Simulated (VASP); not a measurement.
# AlRu (NiAs type) (P6_3/mmc) in VASP: notebook

AlRu (NiAs type) is run at these levels: PBE; tasks: single point.

Everything below comes from runs of VASP 6.6.1. Logs are shortened: lines on timing, memory, paths and dates and some standing lists are left out, and cuts for length are marked.

## Step 1: The cell of the first run

Symmetry: P6_3/mmc, No. 194, hexagonal system. Conventional cell: a = 2.495 Å, b = 2.495 Å, c = 6.957 Å, α = 90.00°, β = 90.00°, γ = 120.00°. Within 3.0 Å of Ru (site symmetry -3m) lie 6 Al at 2.26 Å and 6 Ru at 2.50 Å. Al (site symmetry -6m2) has 6 Ru at 2.26 Å and 6 Al at 2.50 Å within 3.0 Å.

## Step 2: Single point, PBE

Contents of INCAR:

```
ALGO     = Normal         # electronic algorithm
EDIFF    = 1E-6           # SCF threshold, eV
ENCUT    = 520            # plane-wave cutoff, eV
GGA      = PE             # functional
ISIF     = 2              # what is computed and relaxed
ISMEAR   = -1             # smearing method
LASPH    = T              # aspherical terms in the spheres
LCHARG   = T              # write CHGCAR
LELF     = T              # ELF
LREAL    = F              # projectors in reciprocal space
LVHAR    = T            
LWAVE    = F              # write WAVECAR
NBANDS   = 25             # bands
NELM     = 60             # most SCF steps
PREC     = Accurate       # precision mode
SIGMA    = 0.1            # smearing width, eV
```

Contents of KPOINTS:

```
k-points
0
Gamma
  12 12 7
```

Contents of POSCAR:

```
AlRu
1.0
    2.4951273438      0.0000000000      0.0000000000
   -1.2475636719      2.1608436654      0.0000000000
    0.0000000000      0.0000000000      6.9570969410
Ru Al
2 2
Direct
    0.0000000000      0.0000000000      0.0000000000
    0.0000000000      0.0000000000      0.5000000000
    0.3333333333      0.6666666667      0.2500000000
    0.6666666667      0.3333333333      0.7500000000
```

Potentials or basis: VASP PAW PBE potentials, release 64 (Ru_pv, Al).

Run with:

```
> cat potpaw_PBE.64/Ru_pv/POTCAR potpaw_PBE.64/Al/POTCAR > POTCAR
> mpirun -np 1 vasp_std > vasp.out
```

OUTCAR:

```text
EDIFF = 1E-6
   ENCUT = 520
   GGA = PE
   ISIF = 2
   ISMEAR = -1
   LASPH = T
   LREAL = F
   NELM = 60
   PREC = Accurate

 ion  position               nearest neighbor table
   1  0.000  0.000  0.000-   3 2.26   4 2.26   3 2.26   4 2.26   4 2.26   3 2.26
   2  0.000  0.000  0.500-   3 2.26   4 2.26   3 2.26   4 2.26   4 2.26   3 2.26
   3  0.333  0.667  0.250-   1 2.26   2 2.26   1 2.26   2 2.26   1 2.26   2 2.26
   4  0.667  0.333  0.750-   1 2.26   2 2.26   1 2.26   2 2.26   1 2.26   2 2.26

  LATTYP: Found a hexagonal cell.
 ALAT       =     2.4951273438
 C/A-ratio  =     2.7882732953

  Lattice vectors:

 A1 = (   2.4951273438,   0.0000000000,   0.0000000000)
 A2 = (  -1.2475636719,   2.1608436654,   0.0000000000)
 A3 = (   0.0000000000,   0.0000000000,   6.9570969410)

Analysis of symmetry for initial positions (statically):
=====================================================================
 Subroutine PRICEL returns:
 Original cell was already a primitive cell.

 Routine SETGRP: Setting up the symmetry group for a
 hexagonal supercell.

 Subroutine GETGRP returns: Found 24 space group operations
 (whereof 12 operations were pure point group operations)
 out of a pool of 24 trial point group operations.

The static configuration has the point symmetry D_3d.
 The point group associated with its full space group is D_6h.

Analysis of symmetry for dynamics (positions and initial velocities):
=====================================================================
 Subroutine PRICEL returns:
 Original cell was already a primitive cell.

 Routine SETGRP: Setting up the symmetry group for a
 hexagonal supercell.

 Subroutine GETGRP returns: Found 24 space group operations
 (whereof 12 operations were pure point group operations)
 out of a pool of 24 trial point group operations.

The dynamic configuration has the point symmetry D_3d.
 The point group associated with its full space group is D_6h.

 Subroutine INISYM returns: Found 24 space group operations
 (whereof 12 operations are pure point group operations),
 and found     1 'primitive' translations

----------------------------------------------------------------------------------------

                                     Primitive cell

  volume of cell :      37.5097

  direct lattice vectors                    reciprocal lattice vectors
     2.495127344  0.000000000  0.000000000     0.400781147  0.231391103  0.000000000
    -1.247563672  2.160843665  0.000000000     0.000000000  0.462782207  0.000000000
     0.000000000  0.000000000  6.957096941     0.000000000  0.000000000  0.143738115

  length of vectors
     2.495127344  2.495127344  6.957096941     0.462782207  0.462782207  0.143738115

  position of ions in fractional coordinates (direct lattice)
     0.000000000  0.000000000  0.000000000
     0.000000000  0.000000000  0.500000000
     0.333333333  0.666666667  0.250000000
     0.666666667  0.333333333  0.750000000

  ion indices of the primitive-cell ions
   primitive index   ion index
                 1           1
                 2           2
                 3           3
                 4           4

----------------------------------------------------------------------------------------

 KPOINTS: k-points

Automatic generation of k-mesh.
 Grid dimensions read from file:
 generate k-points for:   12   12    7

 Generating k-lattice:

  Cartesian coordinates                     Fractional coordinates (reciprocal lattice)
     0.033398429  0.019282592  0.000000000     0.083333333  0.000000000  0.000000000
     0.000000000  0.038565184  0.000000000     0.000000000  0.083333333  0.000000000
     0.000000000  0.000000000  0.020534016     0.000000000  0.000000000  0.142857143

  Length of vectors
     0.038565184  0.038565184  0.020534016

  Shift w.r.t. Gamma in fractional coordinates (k-lattice)
     0.000000000  0.000000000  0.000000000

 Subroutine IBZKPT returns following result:
 ===========================================

 Found     76 irreducible k-points:

 Following reciprocal coordinates:
            Coordinates               Weight
  0.000000  0.000000  0.000000      1.000000
  0.083333  0.000000  0.000000      6.000000
  0.166667  0.000000  0.000000      6.000000
  0.250000  0.000000  0.000000      6.000000
  0.333333  0.000000  0.000000      6.000000
  0.416667  0.000000  0.000000      6.000000
[... 16 lines left out ...]
  0.250000  0.000000  0.142857     12.000000
  0.333333  0.000000  0.142857     12.000000
 [... further k-points ...]
   k-points           NKPTS =     76   k-points in BZ     NKDIM =     76   number of bands    NBANDS=     25
   number of dos      NEDOS =    301   number of ions     NIONS =      4
   total plane-waves  NPLWV =  21600
   dimension x,y,z NGX =    20 NGY =   20 NGZ =   54
   dimension x,y,z NGXF=    40 NGYF=   40 NGZF=  108
   ions per type =               2   2
   NGX,Y,Z   is equivalent  to a cutoff of  13.33, 13.33, 12.90 a.u.
   NGXF,Y,Z  is equivalent  to a cutoff of  26.65, 26.65, 25.81 a.u.
 SYSTEM =  unknown system
   PREC   = accura    normal or accurate (medium, high low for compatibility)
   ISTART =      0    job   : 0-new  1-cont  2-samecut
   ICHARG =      2    charge: 1-file 2-atom 10-const
   ISPIN  =      1    spin polarized calculation?
   LNONCOLLINEAR =      F non collinear calculations
   LSORBIT =      F    spin-orbit coupling
   LASPH  =      T    aspherical Exc in radial PAW
   ENCUT  =  520.0 eV  38.22 Ry    6.18 a.u.   4.64  4.64 12.94*2*pi/ulx,y,z
   NELM   =     60;   NELMIN=  2; NELMDL= -5     # of ELM steps
   EDIFF  = 0.1E-05   stopping-criterion for ELM
   LREAL  =      F    real-space projection
   EDIFFG = 0.1E-04   stopping-criterion for IOM
   NSW    =      0    number of steps for IOM
   IBRION =     -1    ionic relax: 0-MD 1-quasi-New 2-CG
   NFREE  =      0    steps in history (QN), initial steepest desc. (CG)
   ISIF   =      2    stress and relaxation
   ISYM   =      2    0-nonsym 1-usesym 2-fastsym
   POTIM  = 0.5000    time-step for ionic-motion
   TEBEG  =    0.0;   TEEND  =   0.0 temperature during run
   PSTRESS=    0.0 pullay stress
   NELECT =      34.0000    total number of electrons
   NUPDOWN=      -1.0000    fix difference up-down
   EMIN   =  10.00;   EMAX   =-10.00  energy-range for DOS
   EFERMI =   0.00;   METHOD = LEGACY
   ISMEAR =    -1;   SIGMA  =   0.10  broadening in eV -4-tet -1-fermi 0-gaus
   EFERMI_NEDOS =   21; number of points for ismear=-14 and -15
   IALGO  =     38    algorithm
   IMIX   =      4    mixing-type and parameters
     AMIX     =   0.40;   BMIX     =  1.00
     AMIX_MAG =   1.60;   BMIX_MAG =  1.00
  volume/ion in A,a.u.               =       9.38        63.28
  Fermi-wavevector in a.u.,A,eV,Ry     =   1.584357  2.994001 34.153177  2.510188
  Thomas-Fermi vector in A             =   2.683987
   LORBIT       =      0    0 simple, 1 ext, 2 COOP (PROOUT), +10 PAW based schemes
   GGA     = PE    functional components
[... 5 lines left out ...]
 non-spin polarized calculation
  energy-cutoff  :      520.00
  volume of cell :       37.51
 maximum number of plane-waves:      1034
 NGX is ok and might be reduce to    20
   NGX =  9   NGY =  9   NGZ = 25

 number of electron      34.0000006 magnetization

 Free energy of the ion-electron system (eV)
  ---------------------------------------------------
  ext. energy  EPLUGINS =         0.00000000
  ---------------------------------------------------
  free energy    TOTEN  =       -19.98487272 eV

  energy without entropy =      -19.94889137  energy(sigma->0) =      -19.96688205

 E-fermi :  17.3195     XC(G=0): -14.4906

 val. band max:       17.3012974373   @ k =   0.3333   0.0000   0.2857
 cond. band min:      17.3197482733   @ k =   0.0833   0.0000   0.4286
 fundamental gap:      0.0184508360
 Fermi energy:        17.3195271658

 k-point     1 :       0.0000    0.0000    0.0000
  band No.  band energies     occupation
      1     -25.7310      2.00000
      2     -25.6461      2.00000
      3     -24.8176      2.00000
      4     -24.8176      2.00000
      5     -24.8163      2.00000
      6     -24.8163      2.00000
[... 17 lines left out ...]
     24      28.7797      0.00000
     25      31.3387      0.00000

 k-point     2 :       0.0833    0.0000    0.0000
  band No.  band energies     occupation
      1     -25.7097      2.00000
      2     -25.6273      2.00000
      3     -24.9404      2.00000
      4     -24.9380      2.00000
      5     -24.8448      2.00000
      6     -24.8435      2.00000
[... 17 lines left out ...]
     24      28.7797      0.00000
     25      30.0033      0.00000

 k-point     3 :       0.1667    0.0000    0.0000
  band No.  band energies     occupation
      1     -25.6511      2.00000
      2     -25.5759      2.00000
      3     -25.2691      2.00000
      4     -25.2642      2.00000
      5     -24.9184      2.00000
      6     -24.9175      2.00000
[... 17 lines left out ...]
     24      28.8924      0.00000
     25      29.1621      0.00000

 k-point     4 :       0.2500    0.0000    0.0000
  band No.  band energies     occupation
      1     -25.7030      2.00000
      2     -25.6950      2.00000
      3     -25.5703      2.00000
      4     -25.5049      2.00000
      5     -25.0178      2.00000
      6     -25.0173      2.00000
[... 17 lines left out ...]
     24      28.7804      0.00000
     25      29.7270      0.00000
[... 477 lines left out ...]
 k-point    22 :       0.1667    0.0000    0.1429
  band No.  band energies     occupation
      1     -25.6474      2.00000
      2     -25.5797      2.00000
      3     -25.2689      2.00000
      4     -25.2644      2.00000
      5     -24.9184      2.00000
      6     -24.9175      2.00000
[... 17 lines left out ...]
     24      28.8958      0.00000
     25      28.9509      0.00000

 k-point    23 :       0.2500    0.0000    0.1429
  band No.  band energies     occupation
      1     -25.7026      2.00000
      2     -25.6954      2.00000
      3     -25.5670      2.00000
      4     -25.5081      2.00000
      5     -25.0178      2.00000
      6     -25.0173      2.00000
[... 17 lines left out ...]
     24      28.7807      0.00000
     25      29.1769      0.00000

 k-point    24 :       0.3333    0.0000    0.1429
  band No.  band energies     occupation
      1     -26.1203      2.00000
      2     -26.1108      2.00000
      3     -25.4859      2.00000
      4     -25.4359      2.00000
      5     -25.1158      2.00000
      6     -25.1156      2.00000
[... 17 lines left out ...]
     24      28.2446      0.00000
     25      29.1240      0.00000

 [... further k-points ...]

------------------------ aborting loop because EDIFF is reached ----------------------------------------

  FORCE on cell =-STRESS in cart. coord.  units (eV):
  Direction    XX          YY          ZZ          XY          YZ          ZX
  --------------------------------------------------------------------------------------
  -------------------------------------------------------------------------------------
  Total       44.7382678     44.7382678     44.7060637     -0.0000000     -0.0000000      0.0000000
  in kB     1910.9337449   1910.9337449   1909.5581895     -0.0000000     -0.0000000      0.0000000
  external PRESSURE =    1910.4752264 kB  Pullay stress =       0.0000000 kB

 VOLUME and BASIS-vectors are now :
 -----------------------------------------------------------------------------
  energy-cutoff  :      520.00
  volume of cell :       37.51
      direct lattice vectors                 reciprocal lattice vectors
     2.495127344  0.000000000  0.000000000     0.400781147  0.231391103  0.000000000
    -1.247563672  2.160843665  0.000000000     0.000000000  0.462782207  0.000000000
     0.000000000  0.000000000  6.957096941     0.000000000  0.000000000  0.143738115

 POSITION                                       TOTAL-FORCE (eV/Angst)
 -----------------------------------------------------------------------------------
      0.00000      0.00000      0.00000         0.000000      0.000000     -0.000000
      0.00000      0.00000      3.47855         0.000000      0.000000     -0.000000
     -0.00000      1.44056      1.73927         0.000000      0.000000      0.000000
      1.24756      0.72028      5.21782        -0.000000     -0.000000     -0.000000
 -----------------------------------------------------------------------------------
    total drift:                               -0.000000      0.000000      0.000000

  FREE ENERGIE OF THE ION-ELECTRON SYSTEM (eV)
  ---------------------------------------------------
  free  energy   TOTEN  =       -19.9848727181 eV

  energy  without entropy=      -19.9488913743  energy(sigma->0) =      -19.96688205
```

Run time: 27 s. Hardware: 1 thread of Intel Xeon 6975P-C (Granite Rapids), shared host; peak memory 0.19 GiB.

Results:

```yaml
Free_energy: -19.9849 eV
Pressure: 191.0 GPa
Band_gap_on_the_k_mesh: zero (bands 17 and 18 overlap by 3.74 eV)
```

Caveat: the cell stands under pressure.

## Step 3: Single point, PBE

Contents of INCAR:

```
SYSTEM = AlRu
PREC = Accurate
ENCUT = 520
EDIFF = 1E-6
ISMEAR = -1
SIGMA = 0.1
LREAL = .False.
LASPH = .True.
NELM = 100
ALGO = Normal
ISIF = 2
LWAVE = .False.
LCHARG = .False.
GGA = PE
NBANDS = 25
```

Contents of KPOINTS:

```
Automatic mesh
0
Gamma
  12 12 7
  0 0 0
```

POSCAR is that of step 2.

Potentials or basis: VASP PAW PBE potentials, release 64 (Ru_pv, Al).

Run with:

```
> cat potpaw_PBE.64/Ru_pv/POTCAR potpaw_PBE.64/Al/POTCAR > POTCAR
> mpirun -np 1 vasp_std > vasp.out
```

Wall time 26 s (1 thread of Intel Xeon 6975P-C (Granite Rapids), shared host); peak memory 0.19 GiB.

Results (log left out):

| Item | Value |
| --- | --- |
| Free energy | -19.9849 eV |
| Pressure | 191.0 GPa |
| Band gap on the k mesh | zero (bands 17 and 18 overlap by 3.74 eV) |

Stress tensor (GPa, compression positive):
```
191.09   0.00   0.00
  0.00 191.09   0.00
  0.00   0.00 190.96
```

Levels at points of the mesh, in eV from the Fermi level:
| k point | band 13 | band 14 | band 15 | band 16 | band 17 | band 18 | band 19 | band 20 | band 21 | band 22 |
| --- | --- | --- | --- | --- | --- | --- | --- | --- | --- | --- |
| (0.00, 0.00, 0.00) | -3.20 | -3.20 | -3.20 | -0.41 | -0.41 | -0.02 | 0.07 | 0.07 | 8.91 | 9.32 |
| (0.50, 0.00, 0.00) | -2.46 | -1.95 | -1.67 | -1.47 | 0.96 | 2.84 | 2.85 | 4.78 | 6.76 | 6.79 |

Caveat: the cell stands under pressure.
